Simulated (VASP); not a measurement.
Al2GaP2:

```
CELL_PARAMETERS angstrom
3.86791 0.00000 0.00000
0.00000 3.86791 0.00000
0.00000 0.00000 6.77954
ATOMIC_POSITIONS crystal
Al 0.00000 0.00000 0.47736
Al 0.50000 0.50000 0.13655
Ga 0.50000 0.50000 0.40326
P 0.00000 0.00000 0.05191
P 0.50000 0.50000 0.85074
```

* Program: VASP 6.6.1
* Task: relaxation of cell and atoms
* Functional: PBE
* Potentials or basis: VASP PAW PBE potentials, release 64 (Al, Ga_d, P)
* Cutoff: 600 eV
* k mesh: 4 × 4 × 4
* Occupations: gaussian, width 0.1 eV
* Spin: no spin polarisation

At the start: pressure 14.8 GPa; volume 20.29 Å³/atom.

**Question.** How do energy, volume and symmetry change on relaxing?

**Answer.** Over 32 steps the energy falls by 1315.1 meV/atom and the volume is 19.97 Å³/atom (-1.5 %); space group P4mm (No. 99, to 0.05 Å).

The path:
```tsv
step	energy change (eV)	largest force (eV/Å)	pressure (GPa)	volume (Å³)
1	0.0000	15.3116	14.75	101.43
2	-4.1575	0.8919	-7.37	126.12
3	-4.1935	0.8335	-7.42	125.09
4	-4.2315	0.7613	-7.45	124.07
5	-4.5611	1.3450	-5.84	113.30
6	-5.0199	1.1261	-2.81	102.18
7	-5.1332	0.8675	1.09	94.51
8	-5.2404	0.7136	0.93	93.97
9	-5.2765	0.9119	1.33	93.45
10	-5.3925	1.0733	0.30	95.20
11	-5.5027	0.8369	-0.90	100.44
12	-5.5212	0.8975	-1.03	98.60
13	-5.6110	0.7479	-0.94	98.97
14	-5.7048	0.7129	-0.05	99.84
15	-5.8347	0.8743	-0.33	100.18
16	-5.9007	1.4532	0.29	100.54
17	-6.0520	1.4210	-0.90	101.01
18	-6.1065	1.3598	-1.50	101.38
19	-6.2474	0.9012	-0.57	99.91
20	-6.3152	0.8181	1.18	98.07
21	-6.3162	0.7301	0.90	98.31
22	-6.3741	0.6377	0.72	98.88
23	-6.4758	0.4484	0.33	100.56
24	-6.5160	0.4747	-0.78	101.54
25	-6.5160	0.4779	-0.79	101.55
26	-6.5356	0.3445	-0.28	100.64
27	-6.5482	0.3115	0.52	99.22
28	-6.5640	0.2994	0.36	99.52
29	-6.5687	0.3186	0.26	99.77
30	-6.5728	0.1333	-0.54	100.62
31	-6.5746	0.0732	-0.24	100.31
32	-6.5753	0.0036	0.05	99.87
```

Final structure:
```yaml
crystal:
  lattice:
    - [3.36668, 0.00000, 0.00000]
    - [0.00000, 3.36668, 0.00000]
    - [0.00000, 0.00000, 8.81122]
  atoms:
    - { symbol: Al, position: [0.00000, 0.00000, 0.40429] }
    - { symbol: Al, position: [0.50000, 0.50000, 0.05417] }
    - { symbol: Ga, position: [0.50000, 0.50000, 0.53298] }
    - { symbol: P, position: [0.00000, 0.00000, 0.13526] }
    - { symbol: P, position: [0.50000, 0.50000, 0.79313] }
```

Caveat: the k points lie up to 0.47 Å⁻¹ apart in the final cell; the bands computed are all filled at some k points, so no gap is given.
